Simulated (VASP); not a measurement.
# TaN (P-6m2) in VASP: notebook

Runs on TaN. Level: PBE. Tasks: single point.

Everything below comes from runs of VASP 6.6.1. Logs are shortened: lines on timing, memory, paths and dates and some standing lists are left out, and cuts for length are marked.

## Step 1: The cell of the first run

Symmetry: P-6m2, No. 187, hexagonal system. The conventional cell has a = 2.994 Å, b = 2.994 Å, c = 3.130 Å, α = 90.00°, β = 90.00°, γ = 120.00°. Within 3.1 Å of Ta (site symmetry -6m2) lie 6 N at 2.33 Å and 6 Ta at 2.99 Å. N (site symmetry -6m2) has 6 Ta at 2.33 Å and 6 N at 2.99 Å within 3.1 Å.

## Step 2: Single point, PBE

File INCAR:

```
ALGO     = Normal         # electronic algorithm
EDIFF    = 1E-6           # SCF threshold, eV
ENCUT    = 520            # plane-wave cutoff, eV
GGA      = PE             # functional
ISIF     = 2              # what is computed and relaxed
ISMEAR   = 0              # smearing method
LASPH    = T              # aspherical terms in the spheres
LCHARG   = F              # write CHGCAR
LREAL    = F              # projectors in reciprocal space
LWAVE    = F              # write WAVECAR
NBANDS   = 15             # bands
NELM     = 100            # most SCF steps
PREC     = Accurate       # precision mode
SIGMA    = 0.15           # smearing width, eV
```

File KPOINTS:

```
k-points
0
Gamma
  18 18 16
```

File POSCAR:

```
TaN
1.0
    2.9945000000      0.0000000000      0.0000000000
   -1.4972500000      2.5933130716      0.0000000000
    0.0000000000      0.0000000000      3.1296000000
Ta N
1 1
Direct
    0.3333333333      0.6666666667      0.5000000000
    0.0000000000      0.0000000000      0.0000000000
```

Potentials or basis: VASP PAW PBE potentials, release 64 (Ta_pv, N).

The run is started by

```
$ cat potpaw_PBE.64/Ta_pv/POTCAR potpaw_PBE.64/N/POTCAR > POTCAR
$ mpirun -np 1 vasp_std > vasp.out
```

OUTCAR:

```text
EDIFF = 1E-6
   ENCUT = 520
   GGA = PE
   ISIF = 2
   ISMEAR = 0
   LASPH = T
   LREAL = F
   NELM = 100
   PREC = Accurate

 ion  position               nearest neighbor table
   1  0.333  0.667  0.500-   2 2.33   2 2.33   2 2.33   2 2.33   2 2.33   2 2.33
   2  0.000  0.000  0.000-   1 2.33   1 2.33   1 2.33   1 2.33   1 2.33   1 2.33

  LATTYP: Found a hexagonal cell.
 ALAT       =     2.9945000000
 C/A-ratio  =     1.0451160461

  Lattice vectors:

 A1 = (   2.9945000000,   0.0000000000,   0.0000000000)
 A2 = (  -1.4972500000,   2.5933130716,   0.0000000000)
 A3 = (   0.0000000000,   0.0000000000,   3.1296000000)

Analysis of symmetry for initial positions (statically):
=====================================================================
 Subroutine PRICEL returns:
 Original cell was already a primitive cell.

 Routine SETGRP: Setting up the symmetry group for a
 hexagonal supercell.

 Subroutine GETGRP returns: Found 12 space group operations
 (whereof 12 operations were pure point group operations)
 out of a pool of 24 trial point group operations.

The static configuration has the point symmetry D_3h.

Analysis of symmetry for dynamics (positions and initial velocities):
=====================================================================
 Subroutine PRICEL returns:
 Original cell was already a primitive cell.

 Routine SETGRP: Setting up the symmetry group for a
 hexagonal supercell.

 Subroutine GETGRP returns: Found 12 space group operations
 (whereof 12 operations were pure point group operations)
 out of a pool of 24 trial point group operations.

The dynamic configuration has the point symmetry D_3h.

 Subroutine INISYM returns: Found 12 space group operations
 (whereof 12 operations are pure point group operations),
 and found     1 'primitive' translations

----------------------------------------------------------------------------------------

                                     Primitive cell

  volume of cell :      24.3035

  direct lattice vectors                    reciprocal lattice vectors
     2.994500000  0.000000000  0.000000000     0.333945567  0.192803563  0.000000000
    -1.497250000  2.593313072  0.000000000     0.000000000  0.385607126  0.000000000
     0.000000000  0.000000000  3.129600000     0.000000000  0.000000000  0.319529652

  length of vectors
     2.994500000  2.994500000  3.129600000     0.385607126  0.385607126  0.319529652

  position of ions in fractional coordinates (direct lattice)
     0.333333333  0.666666667  0.500000000
     0.000000000  0.000000000  0.000000000

  ion indices of the primitive-cell ions
   primitive index   ion index
                 1           1
                 2           2

----------------------------------------------------------------------------------------

 KPOINTS: k-points

Automatic generation of k-mesh.
 Grid dimensions read from file:
 generate k-points for:   18   18   16

 Generating k-lattice:

  Cartesian coordinates                     Fractional coordinates (reciprocal lattice)
     0.018552531  0.010711309  0.000000000     0.055555556  0.000000000  0.000000000
     0.000000000  0.021422618  0.000000000     0.000000000  0.055555556  0.000000000
     0.000000000  0.000000000  0.019970603     0.000000000  0.000000000  0.062500000

  Length of vectors
     0.021422618  0.021422618  0.019970603

  Shift w.r.t. Gamma in fractional coordinates (k-lattice)
     0.000000000  0.000000000  0.000000000

 Subroutine IBZKPT returns following result:
 ===========================================

 Found    333 irreducible k-points:

 Following reciprocal coordinates:
            Coordinates               Weight
  0.000000  0.000000  0.000000      1.000000
  0.055556  0.000000  0.000000      6.000000
  0.111111  0.000000  0.000000      6.000000
  0.166667  0.000000  0.000000      6.000000
  0.222222 -0.000000  0.000000      6.000000
  0.277778  0.000000  0.000000      6.000000
[... 16 lines left out ...]
  0.333333  0.111111  0.000000     12.000000
  0.388889  0.111111  0.000000     12.000000
 [... further k-points ...]
   k-points           NKPTS =    333   k-points in BZ     NKDIM =    333   number of bands    NBANDS=     15
   number of dos      NEDOS =    301   number of ions     NIONS =      2
   total plane-waves  NPLWV =  13824
   dimension x,y,z NGX =    24 NGY =   24 NGZ =   24
   dimension x,y,z NGXF=    48 NGYF=   48 NGZF=   48
   ions per type =               1   1
   NGX,Y,Z   is equivalent  to a cutoff of  13.32, 13.32, 12.75 a.u.
   NGXF,Y,Z  is equivalent  to a cutoff of  26.65, 26.65, 25.50 a.u.
 SYSTEM =  unknown system
   PREC   = accura    normal or accurate (medium, high low for compatibility)
   ISTART =      0    job   : 0-new  1-cont  2-samecut
   ICHARG =      2    charge: 1-file 2-atom 10-const
   ISPIN  =      1    spin polarized calculation?
   LNONCOLLINEAR =      F non collinear calculations
   LSORBIT =      F    spin-orbit coupling
   LASPH  =      T    aspherical Exc in radial PAW
   ENCUT  =  520.0 eV  38.22 Ry    6.18 a.u.   5.57  5.57  5.82*2*pi/ulx,y,z
   NELM   =    100;   NELMIN=  2; NELMDL= -5     # of ELM steps
   EDIFF  = 0.1E-05   stopping-criterion for ELM
   LREAL  =      F    real-space projection
   EDIFFG = 0.1E-04   stopping-criterion for IOM
   NSW    =      0    number of steps for IOM
   IBRION =     -1    ionic relax: 0-MD 1-quasi-New 2-CG
   NFREE  =      0    steps in history (QN), initial steepest desc. (CG)
   ISIF   =      2    stress and relaxation
   ISYM   =      2    0-nonsym 1-usesym 2-fastsym
   POTIM  = 0.5000    time-step for ionic-motion
   TEBEG  =    0.0;   TEEND  =   0.0 temperature during run
   PSTRESS=    0.0 pullay stress
   NELECT =      16.0000    total number of electrons
   NUPDOWN=      -1.0000    fix difference up-down
   EMIN   =  10.00;   EMAX   =-10.00  energy-range for DOS
   EFERMI =   0.00;   METHOD = LEGACY
   ISMEAR =     0;   SIGMA  =   0.15  broadening in eV -4-tet -1-fermi 0-gaus
   EFERMI_NEDOS =   21; number of points for ismear=-14 and -15
   IALGO  =     38    algorithm
   IMIX   =      4    mixing-type and parameters
     AMIX     =   0.40;   BMIX     =  1.00
     AMIX_MAG =   1.60;   BMIX_MAG =  1.00
  volume/ion in A,a.u.               =      12.15        82.00
  Fermi-wavevector in a.u.,A,eV,Ry     =   1.424160  2.691272 27.595769  2.028232
  Thomas-Fermi vector in A             =   2.544681
   LORBIT       =      0    0 simple, 1 ext, 2 COOP (PROOUT), +10 PAW based schemes
   GGA     = PE    functional components
   LHFCALC =     F    Hartree Fock is set to
   AEXX    =    0.0000 exact exchange contribution
   IVDW    =     0    specifies the selected vdW correction
   LEPSILON=     F    determine dielectric tensor
   LRPA    =     F    only Hartree local field effects (RPA)
 non-spin polarized calculation
 Gauss-broadening in eV      SIGMA  =   0.15
  energy-cutoff  :      520.00
  volume of cell :       24.30
 maximum number of plane-waves:       672
 NGX is ok and might be reduce to    24
   NGX = 11   NGY = 11   NGZ = 11

 number of electron      16.0000000 magnetization

 Free energy of the ion-electron system (eV)
  ---------------------------------------------------
  ext. energy  EPLUGINS =         0.00000000
  ---------------------------------------------------
  free energy    TOTEN  =       -22.09897238 eV

  energy without entropy =      -22.09823556  energy(sigma->0) =      -22.09860397

 E-fermi :   6.9597     XC(G=0): -12.7047

 val. band max:        6.9168603014   @ k =   0.0000   0.0000   0.4375
 cond. band min:       6.9666729801   @ k =   0.0556   0.0000   0.5000
 fundamental gap:      0.0498126787
 Fermi energy:         6.9597040084

 k-point     1 :       0.0000    0.0000    0.0000
  band No.  band energies     occupation
      1     -28.3122      2.00000
      2     -27.9364      2.00000
      3     -27.9364      2.00000
      4      -9.7600      2.00000
      5       3.0402      2.00000
      6       3.4314      2.00000
      7       3.4314      2.00000
      8       3.9451      2.00000
      9       8.8726      0.00000
     10       9.7666      0.00000
     11       9.7666      0.00000
     12      10.2915      0.00000
     13      10.2915      0.00000
     14      19.3188      0.00000
     15      19.9113      0.00000

 k-point     2 :       0.0556    0.0000    0.0000
  band No.  band energies     occupation
      1     -28.3088      2.00000
      2     -27.9618      2.00000
      3     -27.9420      2.00000
      4      -9.7063      2.00000
      5       3.1164      2.00000
      6       3.2438      2.00000
      7       3.4721      2.00000
      8       3.8643      2.00000
      9       9.0287      0.00000
     10       9.7100      0.00000
     11       9.7842      0.00000
     12      10.2603      0.00000
     13      10.3663      0.00000
     14      19.3493      0.00000
     15      19.9116      0.00000

 k-point     3 :       0.1111    0.0000    0.0000
  band No.  band energies     occupation
      1     -28.2992      2.00000
      2     -28.0342      2.00000
      3     -27.9581      2.00000
      4      -9.5505      2.00000
      5       2.7286      2.00000
      6       3.3776      2.00000
      7       3.5865      2.00000
      8       3.6438      2.00000
      9       9.0605      0.00000
     10       9.8458      0.00000
     11       9.9212      0.00000
     12      10.1718      0.00000
     13      10.5610      0.00000
     14      19.4063      0.00000
     15      19.9114      0.00000
[... 343 lines left out ...]
 k-point    23 :       0.3333    0.1111    0.0000
  band No.  band energies     occupation
      1     -28.6209      2.00000
      2     -28.2093      2.00000
      3     -28.1522      2.00000
      4      -7.9619      2.00000
      5       0.0023      2.00000
      6       2.1629      2.00000
      7       3.4783      2.00000
      8       5.0544      2.00000
      9       8.8157      0.00000
     10       8.9517      0.00000
     11      11.3929      0.00000
     12      11.9895      0.00000
     13      13.5426      0.00000
     14      18.7937      0.00000
     15      19.9039      0.00000

 k-point    24 :       0.3889    0.1111    0.0000
  band No.  band energies     occupation
      1     -28.6769      2.00000
      2     -28.2000      2.00000
      3     -28.1723      2.00000
      4      -7.7756      2.00000
      5      -0.2137      2.00000
      6       2.0456      2.00000
      7       3.3410      2.00000
      8       5.0775      2.00000
      9       8.6837      0.00000
     10       9.7329      0.00000
     11      11.1109      0.00000
     12      12.0568      0.00000
     13      14.3781      0.00000
     14      17.7888      0.00000
     15      19.9011      0.00000

 [... further k-points ...]
[... 5 lines left out ...]
  --------------------------------------------------------------------------------------
  -------------------------------------------------------------------------------------
  Total       -2.6267659     -2.6267659     -7.7227665      0.0000000      0.0000000      0.0000000
  in kB     -173.1664882   -173.1664882   -509.1144099      0.0000000      0.0000000      0.0000000
  external PRESSURE =    -285.1491288 kB  Pullay stress =       0.0000000 kB

 VOLUME and BASIS-vectors are now :
 -----------------------------------------------------------------------------
  energy-cutoff  :      520.00
  volume of cell :       24.30
      direct lattice vectors                 reciprocal lattice vectors
     2.994500000  0.000000000  0.000000000     0.333945567  0.192803563  0.000000000
    -1.497250000  2.593313072  0.000000000     0.000000000  0.385607126  0.000000000
     0.000000000  0.000000000  3.129600000     0.000000000  0.000000000  0.319529652

 POSITION                                       TOTAL-FORCE (eV/Angst)
 -----------------------------------------------------------------------------------
     -0.00000      1.72888      1.56480         0.000000     -0.000000      0.000000
      0.00000      0.00000      0.00000        -0.000000      0.000000      0.000000
 -----------------------------------------------------------------------------------
    total drift:                                0.000000     -0.000000     -0.000000

  FREE ENERGIE OF THE ION-ELECTRON SYSTEM (eV)
  ---------------------------------------------------
  free  energy   TOTEN  =       -22.0989723835 eV

  energy  without entropy=      -22.0982355605  energy(sigma->0) =      -22.09860397
```

Run time: 52 s. Hardware: 1 thread of Intel Xeon Platinum 8259CL at 2.50GHz (Skylake/Cascade Lake), shared host; peak memory 0.24 GiB.

Results:

- Free energy: -22.0990 eV
- Pressure: -28.5 GPa
- Band gap on the k mesh: zero (band 8 reaches 7.21 eV, above the bottom of band 9 at 6.87 eV)

Levels at points of the mesh, in eV from the Fermi level:
```csv
k point,band 4,band 5,band 6,band 7,band 8,band 9,band 10,band 11,band 12,band 13
"(0.00, 0.00, 0.00)",-16.72,-3.92,-3.53,-3.53,-3.01,1.91,2.81,2.81,3.33,3.33
"(0.50, 0.00, 0.00)",-14.73,-7.40,-4.98,-3.04,-2.53,2.41,3.83,4.31,4.87,6.15
"(0.00, 0.00, 0.50)",-14.84,-8.63,-2.78,-2.78,-0.09,-0.09,1.26,3.36,3.36,7.59
"(0.50, 0.00, 0.50)",-14.91,-6.53,-5.66,-4.54,-0.74,3.36,4.57,4.85,6.09,8.60
```

Caveat: spin-orbit coupling is left out, which moves the levels of the heavy elements.

## Step 3: Single point, PBE

This run uses another cell than the first one, of 12.51 Å³/atom, 1.030 times its volume.

File INCAR:

```
PREC = Accurate ; ENCUT = 520
EDIFF = 1E-6 ; ISMEAR = 0
SIGMA = 0.15 ; LREAL = F
LASPH = T ; NELM = 100
ALGO = Normal ; ISIF = 2
LWAVE = F ; LCHARG = F
GGA = PE ; NBANDS = 15
```

File KPOINTS:

```
Automatic mesh
0
Gamma
  18 18 16
```

File POSCAR:

```
TaN
1.0
    3.0387000000      0.0000000000      0.0000000000
   -1.5193500000      2.6315913945      0.0000000000
    0.0000000000      0.0000000000      3.1296000000
Ta N
1 1
Direct
    0.3333333333      0.6666666667      0.5000000000
    0.0000000000      0.0000000000      0.0000000000
```

Potentials or basis: VASP PAW PBE potentials, release 64 (Ta_pv, N).

The run is started by

```
$ cat potpaw_PBE.64/Ta_pv/POTCAR potpaw_PBE.64/N/POTCAR > POTCAR
$ mpirun -np 1 vasp_std > vasp.out
```

Run time: 53 s. Hardware: 1 thread of Intel Xeon Platinum 8259CL at 2.50GHz (Skylake/Cascade Lake), shared host; peak memory 0.24 GiB.

The run converged. Its results:

```
Free energy            : -22.0021 eV
Pressure               : -34.1 GPa
Band gap on the k mesh : zero (band 8 reaches 6.91 eV, above the bottom of band 9 at 6.61 eV)
```

Stress tensor (GPa, compression positive):
```
-25.60   0.00   0.00
  0.00 -25.60   0.00
  0.00   0.00 -51.14
```

Levels at points of the mesh, in eV from the Fermi level:
| k point | band 4 | band 5 | band 6 | band 7 | band 8 | band 9 | band 10 | band 11 | band 12 | band 13 |
| --- | --- | --- | --- | --- | --- | --- | --- | --- | --- | --- |
| (0.00, 0.00, 0.00) | -16.54 | -3.75 | -3.54 | -3.54 | -2.90 | 1.57 | 2.76 | 2.76 | 3.18 | 3.18 |
| (0.50, 0.00, 0.00) | -14.69 | -7.27 | -4.75 | -2.91 | -2.57 | 2.33 | 3.56 | 4.22 | 4.58 | 5.95 |
| (0.00, 0.00, 0.50) | -14.75 | -8.45 | -2.83 | -2.83 | -0.08 | -0.08 | 1.39 | 3.17 | 3.17 | 7.25 |
| (0.50, 0.00, 0.50) | -14.80 | -6.40 | -5.53 | -4.51 | -0.72 | 3.20 | 4.47 | 4.56 | 5.85 | 8.23 |

Caveat: spin-orbit coupling is left out, which moves the levels of the heavy elements.
